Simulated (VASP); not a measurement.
# CsPbBr3 (P4/mmm) in VASP: further runs

The runs below take CsPbBr3 through single point, with PBEsol.

Program: VASP 6.6.1. These are calculated values, not measurements. Logs are shortened: lines on timing, memory, paths and dates and some standing lists are left out, and cuts for length are marked.

### 1 The cell of the first run

It takes space group P4/mmm (No. 123, tetragonal). Conventional cell: a = 5.987 Å, b = 5.987 Å, c = 5.870 Å, α = 90.00°, β = 90.00°, γ = 90.00°. Pb (site symmetry 4/mmm) has 6 Br at 2.94 to 2.99 Å within 3.9 Å. Within 5.5 Å of Cs (site symmetry 4/mmm) lie 12 Br at 4.19 to 4.23 Å and 8 Pb at 5.15 Å. Within 3.9 Å of Br (site symmetry 4/mmm) lie 2 Pb at 2.94 Å. Br (site symmetry mmm) has 2 Pb at 2.99 Å within 3.9 Å.

### 2 Single point, PBEsol

The input, INCAR:

```
PREC     = Accurate       # precision mode
ENCUT    = 500            # plane-wave cutoff, eV
EDIFF    = 1E-6           # SCF threshold, eV
ISMEAR   = -1             # smearing method
SIGMA    = 0.05           # smearing width, eV
LREAL    = False          # projectors in reciprocal space
LASPH    = True           # aspherical terms in the spheres
NELM     = 120            # most SCF steps
ALGO     = Normal         # electronic algorithm
ISIF     = 2              # what is computed and relaxed
LWAVE    = False          # write WAVECAR
LCHARG   = True           # write CHGCAR
GGA      = PS             # functional
LELF     = True           # ELF
LVHAR    = True         
NBANDS   = 30             # bands
GGA_COMPAT= False
```

The input, KPOINTS:

```
regular mesh
0
Gamma
  4 4 4
```

The input, POSCAR:

```
CsPbBr3
1.0
    5.9874000000      0.0000000000      0.0000000000
    0.0000000000      5.9874000000      0.0000000000
    0.0000000000      0.0000000000      5.8700000000
Pb Cs Br
1 1 3
Direct
    0.5000000000      0.5000000000      0.5000000000
    0.0000000000      0.0000000000      0.0000000000
    0.5000000000      0.5000000000      0.0000000000
    0.5000000000      0.0000000000      0.5000000000
    0.0000000000      0.5000000000      0.5000000000
```

Potentials or basis: VASP PAW PBE potentials, release 64 (Pb_d, Cs_sv, Br).

On the command line:

```bash
> cat potpaw_PBE.64/Pb_d/POTCAR potpaw_PBE.64/Cs_sv/POTCAR potpaw_PBE.64/Br/POTCAR > POTCAR
> mpirun -np 1 vasp_std > vasp.out
```

OUTCAR:

```text
PREC = Accurate
   ENCUT = 500
   EDIFF = 1E-6
   ISMEAR = -1
   LREAL = False
   LASPH = True
   NELM = 120
   ISIF = 2
   GGA = PS

 ion  position               nearest neighbor table
   1  0.500  0.500  0.500-   3 2.94   3 2.94   5 2.99   4 2.99   4 2.99   5 2.99
   2  0.000  0.000  0.000-
   3  0.500  0.500  0.000-   1 2.94   1 2.94
   4  0.500  0.000  0.500-   1 2.99   1 2.99
   5  0.000  0.500  0.500-   1 2.99   1 2.99

  LATTYP: Found a simple tetragonal cell.
 ALAT       =     5.9874000000
 C/A-ratio  =     0.9803921569

  Lattice vectors:

 A1 = (   5.9874000000,   0.0000000000,   0.0000000000)
 A2 = (   0.0000000000,   5.9874000000,   0.0000000000)
 A3 = (   0.0000000000,   0.0000000000,   5.8700000000)

Analysis of symmetry for initial positions (statically):
=====================================================================
 Subroutine PRICEL returns:
 Original cell was already a primitive cell.

 Routine SETGRP: Setting up the symmetry group for a
 simple tetragonal supercell.

 Subroutine GETGRP returns: Found 16 space group operations
 (whereof 16 operations were pure point group operations)
 out of a pool of 16 trial point group operations.

The static configuration has the point symmetry D_4h.

Analysis of symmetry for dynamics (positions and initial velocities):
=====================================================================
 Subroutine PRICEL returns:
 Original cell was already a primitive cell.

 Routine SETGRP: Setting up the symmetry group for a
 simple tetragonal supercell.

 Subroutine GETGRP returns: Found 16 space group operations
 (whereof 16 operations were pure point group operations)
 out of a pool of 16 trial point group operations.

The dynamic configuration has the point symmetry D_4h.

 Subroutine INISYM returns: Found 16 space group operations
 (whereof 16 operations are pure point group operations),
 and found     1 'primitive' translations

----------------------------------------------------------------------------------------

                                     Primitive cell

  volume of cell :     210.4334

  direct lattice vectors                    reciprocal lattice vectors
     5.987400000  0.000000000  0.000000000     0.167017403  0.000000000  0.000000000
     0.000000000  5.987400000  0.000000000     0.000000000  0.167017403  0.000000000
     0.000000000  0.000000000  5.870000000     0.000000000  0.000000000  0.170357751

  length of vectors
     5.987400000  5.987400000  5.870000000     0.167017403  0.167017403  0.170357751

  position of ions in fractional coordinates (direct lattice)
     0.500000000  0.500000000  0.500000000
     0.000000000  0.000000000  0.000000000
     0.500000000  0.500000000  0.000000000
     0.500000000  0.000000000  0.500000000
     0.000000000  0.500000000  0.500000000

  ion indices of the primitive-cell ions
   primitive index   ion index
                 1           1
                 2           2
                 3           3
                 4           4
                 5           5

----------------------------------------------------------------------------------------

 KPOINTS: regular mesh

Automatic generation of k-mesh.
 Grid dimensions read from file:
 generate k-points for:    4    4    4

 Generating k-lattice:

  Cartesian coordinates                     Fractional coordinates (reciprocal lattice)
     0.041754351  0.000000000  0.000000000     0.250000000  0.000000000  0.000000000
     0.000000000  0.041754351  0.000000000     0.000000000  0.250000000  0.000000000
     0.000000000  0.000000000  0.042589438     0.000000000  0.000000000  0.250000000

  Length of vectors
     0.041754351  0.041754351  0.042589438

  Shift w.r.t. Gamma in fractional coordinates (k-lattice)
     0.000000000  0.000000000  0.000000000

 Subroutine IBZKPT returns following result:
 ===========================================

 Found     18 irreducible k-points:

 Following reciprocal coordinates:
            Coordinates               Weight
  0.000000  0.000000  0.000000      1.000000
  0.250000  0.000000  0.000000      4.000000
  0.500000  0.000000  0.000000      2.000000
  0.250000  0.250000  0.000000      4.000000
  0.500000  0.250000  0.000000      4.000000
  0.500000  0.500000  0.000000      1.000000
[... 10 lines left out ...]
  0.500000  0.250000  0.500000      4.000000
  0.500000  0.500000  0.500000      1.000000
   k-points           NKPTS =     18   k-points in BZ     NKDIM =     18   number of bands    NBANDS=     30
   number of dos      NEDOS =    301   number of ions     NIONS =      5
   total plane-waves  NPLWV = 110592
   dimension x,y,z NGX =    48 NGY =   48 NGZ =   48
   dimension x,y,z NGXF=    96 NGYF=   96 NGZF=   96
   ions per type =               1   1   3
   NGX,Y,Z   is equivalent  to a cutoff of  13.33, 13.33, 13.59 a.u.
   NGXF,Y,Z  is equivalent  to a cutoff of  26.66, 26.66, 27.19 a.u.
 SYSTEM =  unknown system
   PREC   = accura    normal or accurate (medium, high low for compatibility)
   ISTART =      0    job   : 0-new  1-cont  2-samecut
   ICHARG =      2    charge: 1-file 2-atom 10-const
   ISPIN  =      1    spin polarized calculation?
   LNONCOLLINEAR =      F non collinear calculations
   LSORBIT =      F    spin-orbit coupling
   LASPH  =      T    aspherical Exc in radial PAW
   ENCUT  =  500.0 eV  36.75 Ry    6.06 a.u.  10.92 10.92 10.70*2*pi/ulx,y,z
   NELM   =    120;   NELMIN=  2; NELMDL= -5     # of ELM steps
   EDIFF  = 0.1E-05   stopping-criterion for ELM
   LREAL  =      F    real-space projection
   EDIFFG = 0.1E-04   stopping-criterion for IOM
   NSW    =      0    number of steps for IOM
   IBRION =     -1    ionic relax: 0-MD 1-quasi-New 2-CG
   NFREE  =      0    steps in history (QN), initial steepest desc. (CG)
   ISIF   =      2    stress and relaxation
   ISYM   =      2    0-nonsym 1-usesym 2-fastsym
   POTIM  = 0.5000    time-step for ionic-motion
   TEBEG  =    0.0;   TEEND  =   0.0 temperature during run
   PSTRESS=    0.0 pullay stress
   NELECT =      44.0000    total number of electrons
   NUPDOWN=      -1.0000    fix difference up-down
   EMIN   =  10.00;   EMAX   =-10.00  energy-range for DOS
   EFERMI =   0.00;   METHOD = LEGACY
   ISMEAR =    -1;   SIGMA  =   0.05  broadening in eV -4-tet -1-fermi 0-gaus
   EFERMI_NEDOS =   21; number of points for ismear=-14 and -15
   IALGO  =     38    algorithm
   IMIX   =      4    mixing-type and parameters
     AMIX     =   0.40;   BMIX     =  1.00
     AMIX_MAG =   1.60;   BMIX_MAG =  1.00
  volume/ion in A,a.u.               =      42.09       284.01
  Fermi-wavevector in a.u.,A,eV,Ry     =   0.971675  1.836199 12.845961  0.944151
  Thomas-Fermi vector in A             =   2.101911
   LORBIT       =      0    0 simple, 1 ext, 2 COOP (PROOUT), +10 PAW based schemes
   GGA     = PS    functional components
   LHFCALC =     F    Hartree Fock is set to
   AEXX    =    0.0000 exact exchange contribution
   IVDW    =     0    specifies the selected vdW correction
   LEPSILON=     F    determine dielectric tensor
   LRPA    =     F    only Hartree local field effects (RPA)
 non-spin polarized calculation
  energy-cutoff  :      500.00
  volume of cell :      210.43
 maximum number of plane-waves:      5384
 NGX is ok and might be reduce to    48
   NGX = 21   NGY = 21   NGZ = 21

 number of electron      43.9999994 magnetization

 Free energy of the ion-electron system (eV)
  ---------------------------------------------------
  ext. energy  EPLUGINS =         0.00000000
  ---------------------------------------------------
  free energy    TOTEN  =       -16.75332483 eV

  energy without entropy =      -16.75332482  energy(sigma->0) =      -16.75332482

 E-fermi :   1.5061     XC(G=0):  -7.6453

 val. band max:        0.7602197425   @ k =   0.5000   0.5000   0.5000
 cond. band min:       2.2894522836   @ k =   0.5000   0.5000   0.5000
 fundamental gap:      1.5292325412
 Fermi energy:         1.5061413514

 k-point     1 :       0.0000    0.0000    0.0000
  band No.  band energies     occupation
      1     -20.5223      2.00000
      2     -15.9337      2.00000
      3     -15.9108      2.00000
      4     -15.7899      2.00000
      5     -15.7852      2.00000
      6     -15.7852      2.00000
[... 22 lines left out ...]
     29       6.4960      0.00000
     30       6.5036      0.00000

 k-point     2 :       0.2500    0.0000    0.0000
  band No.  band energies     occupation
      1     -20.5219      2.00000
      2     -15.9308      2.00000
      3     -15.8904      2.00000
      4     -15.7902      2.00000
      5     -15.7855      2.00000
      6     -15.7852      2.00000
[... 22 lines left out ...]
     29       6.0609      0.00000
     30       6.6063      0.00000

 k-point     3 :       0.5000    0.0000    0.0000
  band No.  band energies     occupation
      1     -20.5215      2.00000
      2     -15.9298      2.00000
      3     -15.8677      2.00000
      4     -15.7906      2.00000
      5     -15.7859      2.00000
      6     -15.7852      2.00000
[... 22 lines left out ...]
     29       6.3272      0.00000
     30       7.1447      0.00000

 k-point     4 :       0.2500    0.2500    0.0000
  band No.  band energies     occupation
      1     -20.5215      2.00000
      2     -15.9230      2.00000
      3     -15.8743      2.00000
      4     -15.7906      2.00000
      5     -15.7855      2.00000
      6     -15.7855      2.00000
[... 22 lines left out ...]
     29       6.3474      0.00000
     30       6.7225      0.00000

 k-point     5 :       0.5000    0.2500    0.0000
  band No.  band energies     occupation
      1     -20.5212      2.00000
      2     -15.9192      2.00000
      3     -15.8537      2.00000
      4     -15.7909      2.00000
      5     -15.7859      2.00000
      6     -15.7855      2.00000
[... 22 lines left out ...]
     29       6.6174      0.00000
     30       6.9964      0.00000
[... 328 lines left out ...]
     29       6.9264      0.00000
     30       6.9752      0.00000

 k-point    16 :       0.2500    0.2500    0.5000
  band No.  band energies     occupation
      1     -20.5207      2.00000
      2     -15.8743      2.00000
      3     -15.8539      2.00000
      4     -15.7906      2.00000
      5     -15.7866      2.00000
      6     -15.7866      2.00000
[... 22 lines left out ...]
     29       6.6278      0.00000
     30       6.6568      0.00000

 k-point    17 :       0.5000    0.2500    0.5000
  band No.  band energies     occupation
      1     -20.5204      2.00000
      2     -15.8633      2.00000
      3     -15.8390      2.00000
      4     -15.7909      2.00000
      5     -15.7869      2.00000
      6     -15.7866      2.00000
[... 22 lines left out ...]
     29       6.3305      0.00000
     30       6.8740      0.00000

 k-point    18 :       0.5000    0.5000    0.5000
  band No.  band energies     occupation
      1     -20.5201      2.00000
      2     -15.8405      2.00000
      3     -15.8353      2.00000
      4     -15.7913      2.00000
      5     -15.7870      2.00000
      6     -15.7870      2.00000
[... 22 lines left out ...]
     29       6.0867      0.00000
     30       7.2501      0.00000

------------------------ aborting loop because EDIFF is reached ----------------------------------------

  FORCE on cell =-STRESS in cart. coord.  units (eV):
  Direction    XX          YY          ZZ          XY          YZ          ZX
  --------------------------------------------------------------------------------------
  -------------------------------------------------------------------------------------
  Total       -1.2119553     -1.2119553     -0.1560553      0.0000000      0.0000000      0.0000000
  in kB       -9.2274675     -9.2274675     -1.1881584      0.0000000      0.0000000      0.0000000
  external PRESSURE =      -6.5476978 kB  Pullay stress =       0.0000000 kB

 VOLUME and BASIS-vectors are now :
 -----------------------------------------------------------------------------
  energy-cutoff  :      500.00
  volume of cell :      210.43
      direct lattice vectors                 reciprocal lattice vectors
     5.987400000  0.000000000  0.000000000     0.167017403  0.000000000  0.000000000
     0.000000000  5.987400000  0.000000000     0.000000000  0.167017403  0.000000000
     0.000000000  0.000000000  5.870000000     0.000000000  0.000000000  0.170357751

 POSITION                                       TOTAL-FORCE (eV/Angst)
 -----------------------------------------------------------------------------------
      2.99370      2.99370      2.93500         0.000000      0.000000      0.000000
      0.00000      0.00000      0.00000         0.000000      0.000000      0.000000
      2.99370      2.99370      0.00000         0.000000      0.000000      0.000000
      2.99370      0.00000      2.93500         0.000000      0.000000      0.000000
      0.00000      2.99370      2.93500         0.000000      0.000000      0.000000
 -----------------------------------------------------------------------------------
    total drift:                                0.000000     -0.000000     -0.000000

  FREE ENERGIE OF THE ION-ELECTRON SYSTEM (eV)
  ---------------------------------------------------
  free  energy   TOTEN  =       -16.7533248334 eV

  energy  without entropy=      -16.7533248164  energy(sigma->0) =      -16.75332482
```

Run time: 72 s. Hardware: 1 thread of Intel Xeon Platinum 8375C at 2.90GHz (Ice Lake), shared host; peak memory 0.38 GiB.

What came out:

```
Free energy            : -16.7533 eV
Pressure               : -0.7 GPa
Band gap on the k mesh : 1.53 eV
```

Stress tensor (GPa, compression positive):
```
-0.92  0.00  0.00
 0.00 -0.92  0.00
 0.00  0.00 -0.12
```

Caveat: the PAW data sets were made with another functional, which shifts forces and pressure a little; spin-orbit coupling is left out, which moves the levels of the heavy elements. A k mesh can miss the band edges.

### 3 Single point, PBEsol

This run uses another cell than the first one, of 43.75 Å³/atom.

The input, INCAR:

```
SYSTEM = CsPbBr3
PREC = Accurate
ENCUT = 500
EDIFF = 1E-6
ISMEAR = -1
SIGMA = 0.05
LREAL = .FALSE.
LASPH = .TRUE.
NELM = 120
ALGO = Normal
ISIF = 2
LWAVE = .FALSE.
LCHARG = .TRUE.
GGA = PS
LELF = .TRUE.
LVHAR = .TRUE.
NBANDS = 30
GGA_COMPAT = .FALSE.
```

The input, KPOINTS:

```
regular mesh
0
G
  4 4 4
  0 0 0
```

POSCAR: that of step 2 with these lines changed.

```diff
@@ -2,4 +2,4 @@
 1.0
-    5.9874000000      0.0000000000      0.0000000000
-    0.0000000000      5.9874000000      0.0000000000
+    6.1048000000      0.0000000000      0.0000000000
+    0.0000000000      6.1048000000      0.0000000000
     0.0000000000      0.0000000000      5.8700000000
```

Potentials or basis: VASP PAW PBE potentials, release 64 (Pb_d, Cs_sv, Br).

On the command line:

```bash
> cat potpaw_PBE.64/Pb_d/POTCAR potpaw_PBE.64/Cs_sv/POTCAR potpaw_PBE.64/Br/POTCAR > POTCAR
> mpirun -np 1 vasp_std > vasp.out
```

Wall time 72 s (1 thread of Intel Xeon Platinum 8375C at 2.90GHz (Ice Lake), shared host); peak memory 0.38 GiB.

It converged, with:

| Item | Value |
| --- | --- |
| Free energy | -16.6849 eV |
| Pressure | -1.3 GPa |
| Band gap on the k mesh | 1.62 eV |

Stress tensor (GPa, compression positive):
```
-1.71  0.00  0.00
 0.00 -1.71  0.00
 0.00  0.00 -0.33
```

Levels at points of the mesh, in eV from the valence-band top:
```
           k point  band 19  band 20  band 21  band 22  band 23  band 24  band 25  band 26
(0.00, 0.00, 0.00)    -1.62    -1.57    -1.57    -1.57     3.23     4.47     4.54     5.12
(0.50, 0.00, 0.00)    -1.75    -1.68    -1.64    -1.25     2.58     4.59     5.05     5.21
(0.50, 0.50, 0.00)    -1.81    -1.81    -1.27    -0.72     2.19     2.19     5.26     5.42
(0.00, 0.00, 0.50)    -1.76    -1.65    -1.65    -1.05     2.69     4.73     4.97     4.97
(0.50, 0.00, 0.50)    -1.86    -1.84    -1.24    -0.51     2.07     2.30     4.62     5.42
(0.50, 0.50, 0.50)    -1.25    -1.23    -1.23     0.00     1.62     1.62     1.86     4.74
```

Caveat: the PAW data sets were made with another functional, which shifts forces and pressure a little; spin-orbit coupling is left out, which moves the levels of the heavy elements. A k mesh can miss the band edges.
